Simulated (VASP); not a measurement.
Write the native input for VASP 6.6.1 that does the following.

```yaml
Task: single point
Functional: PBE
Potentials_or_basis: VASP PAW PBE potentials, release 64 (Si, Mo_sv)
Cutoff: 520 eV
k_mesh: 20 × 20 × 20
Occupations: methfessel-paxton, width 0.1 eV
Spin: no spin polarisation
Dipole_correction: no
Further_INCAR_settings: ALGO = Normal; EDIFF = 1e-06; NBANDS = 18
```

The structure of Si2Mo lies in POSCAR:

```
Si2Mo
1.0
   -1.6084461605      1.6084461605      3.9364078612
    1.6084461605     -1.6084461605      3.9364078612
    1.6084461605      1.6084461605     -3.9364078612
Si Mo
2 1
Direct
    0.3351158463      0.3351158463      0.0000000000
    0.6648841537      0.6648841537      0.0000000000
    0.0000000000      0.0000000000      0.0000000000
```

These files were run (other wordings do the same):

INCAR

```
PREC = Accurate
ENCUT = 520
EDIFF = 1E-6
ISMEAR = 1
SIGMA = 0.1
LREAL = False
LASPH = True
NELM = 100
ALGO = Normal
ISIF = 2
LWAVE = False
LCHARG = True
GGA = PE
LELF = True
LVHAR = True
NBANDS = 18
```

KPOINTS

```
regular mesh
0
Gamma
  20 20 20
```

Potentials or basis: VASP PAW PBE potentials, release 64 (Si, Mo_sv).

Run with:

```sh
$ cat potpaw_PBE.64/Si/POTCAR potpaw_PBE.64/Mo_sv/POTCAR > POTCAR
$ mpirun -np 1 vasp_std > vasp.out
```

It gave:

```json
{
  "Pressure": "0.2 GPa",
  "Largest force": "0.004 eV/Å",
  "Band gap on the k mesh": "zero (bands 11 and 12 overlap by 0.95 eV)"
}
```

Run time: 11 min on 1 thread of Intel Xeon 8259CL (shared host), peak memory 0.56 GiB.
